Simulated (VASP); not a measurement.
Runs of VASP 6.6.1 on Ni. The structure is that of space group P6/mmm (No. 191), or close to it. The cells are those of the table. This isn't the form of Ni at room conditions, which is fcc.

```csv
cell,gap on the mesh (eV),pressure (GPa),moment (μB)
"a = 3.764, b = 3.764, c = 2.279 Å, angles 90.0, 90.0, 120.0°, 3 atoms",none,(c),1.60
"a = 3.875, b = 3.875, c = 2.346 Å, angles 90.0, 90.0, 120.0°, 3 atoms",none,(b),1.79
"a = 3.928, b = 3.928, c = 2.379 Å, angles 90.0, 90.0, 120.0°, 3 atoms",none,-0.1,1.84
"a = 3.820, b = 3.820, c = 2.313 Å, angles 90.0, 90.0, 120.0°, 3 atoms",none,21.8,(a)
```

Alike in all rows: task single point; level PBEsol; potentials or basis VASP PAW PBE potentials, release 64 (Ni); spin collinear, ferromagnetic start; k mesh 10 × 10 × 15; cutoff (eV) 520; smearing fermi-dirac 0.05 eV.

Q: Estimate the missing entries.

A: (a) 1.72; (b) 9.6; (c) 37.2.

Caveats: the PAW data sets were made with another functional, which shifts forces and pressure a little; the cell stands under pressure (at least some runs).

A gap of «none» marks levels without a gap at the run's occupations.
